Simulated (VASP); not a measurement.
Input of a VASP 6.6.1 run:

INCAR

```
PREC = Accurate
ENCUT = 520
EDIFF = 1E-6
ISMEAR = 0
SIGMA = 0.15
LREAL = False
LASPH = True
NELM = 80
ALGO = Fast
ISIF = 2
LWAVE = False
LCHARG = False
GGA = PE
NBANDS = 28
```

KPOINTS

```
regular mesh
0
Gamma
  18 18 6
```

POSCAR

```
Ti3Al
1.0
    2.9457156187      0.0000000000      0.0000000000
   -1.4728578093      2.5510645581      0.0000000000
    0.0000000000      0.0000000000      9.8622558913
Ti Al
3 1
Direct
    0.6666666667      0.3333333333      0.0000000000
    0.3333333333      0.6666666667      0.7504575700
    0.3333333333      0.6666666667      0.2495424300
    0.6666666667      0.3333333333      0.5000000000
```

Potentials or basis: VASP PAW PBE potentials, release 64 (Ti_sv, Al).

The run is started by

```sh
$ cat potpaw_PBE.64/Ti_sv/POTCAR potpaw_PBE.64/Al/POTCAR > POTCAR
$ mpirun -np 1 vasp_std > vasp.out
```

(1) What does it give for the pressure?

(2) What does it give for the largest force?

Answers

(1) -7.5 GPa.

(2) 0.068 eV/Å.
